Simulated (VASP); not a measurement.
Crystal: Ge8S7.

```xyz
15
Lattice="-0.0191 -3.5785 -4.1544 -0.0293 -3.5561 4.1346 -10.1780 -0.0680 0.0126" Properties=species:S:1:pos:R:3 pbc="T T T"
Ge   -8.9617   -2.8130    0.5909
Ge   -8.9644   -6.1724    0.6936
Ge   -6.2697   -4.4814   -1.5180
Ge   -6.9938   -4.4484    2.0163
Ge   -3.8840   -2.7480    1.5779
Ge   -3.8507   -2.7565   -2.5564
Ge   -1.1670   -4.5487   -0.5037
Ge   -1.1266   -0.9841   -0.4343
S    -1.4021   -2.7722    2.0505
S    -1.3927   -2.7381   -2.1073
S    -3.5997   -4.5283   -0.0639
S    -3.5319   -0.9608   -0.0160
S    -6.6893   -2.4611   -0.2208
S    -6.5761   -6.0915    0.2850
S    -8.6814   -4.5833   -1.9785
```

This cell differs from its parent crystal: atoms taken out.

* Program: VASP 6.6.1
* Task: relaxation of cell and atoms
* Functional: PBEsol
* Potentials or basis: VASP PAW PBE potentials, release 64 (Ge_d, S)
* Cutoff: 500 eV
* k mesh: 4 × 4 × 2
* Occupations: gaussian, width 0.1 eV
* Spin: no spin polarisation

At the start: pressure 0.0 GPa; volume 20.06 Å³/atom.

Problem. How do energy, volume and symmetry change on relaxing?

Solution. Over 14 steps the energy falls by 3.6 meV/atom and the volume is 20.41 Å³/atom (+1.7 %); space group P1 (No. 1, to 0.1 Å) before and after.

Step by step:
| step | energy change (eV) | largest force (eV/Å) | pressure (GPa) | volume (Å³) |
| --- | --- | --- | --- | --- |
| 1 | 0.0000 | 0.2515 | 0.04 | 300.94 |
| 2 | -0.0168 | 0.1540 | 0.19 | 301.15 |
| 3 | -0.0258 | 0.1038 | 0.39 | 301.43 |
| 4 | -0.0367 | 0.0919 | -0.01 | 304.03 |
| 5 | -0.0380 | 0.1126 | -0.20 | 305.29 |
| 6 | -0.0432 | 0.0873 | 0.03 | 305.09 |
| 7 | -0.0439 | 0.0981 | 0.16 | 304.99 |
| 8 | -0.0475 | 0.0605 | 0.02 | 306.13 |
| 9 | -0.0479 | 0.0710 | -0.05 | 306.65 |
| 10 | -0.0494 | 0.0566 | -0.04 | 306.58 |
| 11 | -0.0501 | 0.0751 | -0.02 | 306.46 |
| 12 | -0.0510 | 0.0696 | 0.00 | 306.34 |
| 13 | -0.0524 | 0.0672 | 0.05 | 305.97 |
| 14 | -0.0537 | 0.0345 | 0.00 | 306.16 |

Final structure:
```cif
data_structure
_symmetry_space_group_name_H-M 'P 1'
_symmetry_Int_Tables_number 1
_cell_length_a 5.5024
_cell_length_b 5.4632
_cell_length_c 10.3145
_cell_angle_alpha 89.620
_cell_angle_beta 88.999
_cell_angle_gamma 99.022
_cell_volume 306.16
loop_
_atom_site_label
_atom_site_type_symbol
_atom_site_fract_x
_atom_site_fract_y
_atom_site_fract_z
_atom_site_occupancy
Ge1 Ge 0.32080 0.45390 0.87542 1
Ge2 Ge 0.77790 0.93939 0.87141 1
Ge3 Ge 0.81160 0.43420 0.61974 1
Ge4 Ge 0.37736 0.86428 0.69255 1
Ge5 Ge 0.18576 0.57604 0.37406 1
Ge6 Ge 0.68387 0.07453 0.37214 1
Ge7 Ge 0.69165 0.57801 0.11590 1
Ge8 Ge 0.19231 0.08232 0.11071 1
S1 S 0.13665 0.63536 0.13867 1
S2 S 0.63406 0.12898 0.13865 1
S3 S 0.63193 0.62446 0.34771 1
S4 S 0.12792 0.13182 0.34236 1
S5 S 0.37490 0.30695 0.65684 1
S6 S 0.80475 0.88588 0.64086 1
S7 S 0.87734 0.39904 0.84948 1
```

Caveat: the cell differs from its parent crystal (atoms taken out); the PAW data sets were made with another functional, which shifts forces and pressure a little.
